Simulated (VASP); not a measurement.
Wanted: the native input for a VASP 6.6.1 run.

```yaml
Task: single point
Functional: PBE
Potentials_or_basis: VASP PAW PBE potentials, release 64 (Gd, O)
Cutoff: 520 eV
k_mesh: 9 × 9 × 9
Occupations: fermi-dirac, width 0.05 eV
Spin: collinear spin, ferromagnetic start
Starting_moments: "[8.5, 0.0] μB"
Dipole_correction: no
Further_INCAR_settings: ALGO = Normal; EDIFF = 1e-07; NBANDS = 23
```

The structure of GdO lies in POSCAR:

```
GdO
1.0
    2.8018137600      0.0000000000      0.0000000000
    0.0000000000      2.8018137600      0.0000000000
    0.0000000000      0.0000000000      2.8018137600
Gd O
1 1
Direct
    0.0000000000      0.0000000000      0.0000000000
    0.5000000000      0.5000000000      0.5000000000
```

These files were run (other wordings do the same):

INCAR

```
ALGO     = Normal         # electronic algorithm
EDIFF    = 1E-7           # SCF threshold, eV
ENCUT    = 520            # plane-wave cutoff, eV
GGA      = PE             # functional
ISIF     = 2              # what is computed and relaxed
ISMEAR   = -1             # smearing method
ISPIN    = 2              # spin polarisation
LASPH    = True           # aspherical terms in the spheres
LCHARG   = False          # write CHGCAR
LMAXMIX  = 6              # l up to which the mixer works
LORBIT   = 11             # projections on sites
LREAL    = False          # projectors in reciprocal space
LWAVE    = False          # write WAVECAR
MAGMOM   = 8.5 0          # initial moments
NBANDS   = 23             # bands
NELM     = 150            # most SCF steps
PREC     = Accurate       # precision mode
SIGMA    = 0.05           # smearing width, eV
```

KPOINTS

```
k-points
0
Gamma
  9 9 9
```

Potentials or basis: VASP PAW PBE potentials, release 64 (Gd, O).

The run is started by

```console
$ cat potpaw_PBE.64/Gd/POTCAR potpaw_PBE.64/O/POTCAR > POTCAR
$ mpirun -np 1 vasp_std > vasp.out
```

It gave:

* Pressure: 48.5 GPa
* Net moment: 6.97 μB per cell
* Site moments: Gd +6.71; O +0.01 μB
* Valence electrons inside the program's atomic spheres: Gd 15.66; O 5.07

Caveat: a cell with one magnetic atom can't hold antiferromagnetic order, which such compounds often take.

It took 94 s on 1 thread of Intel Xeon 8259CL, with other jobs on the host, peak memory 0.18 GiB.
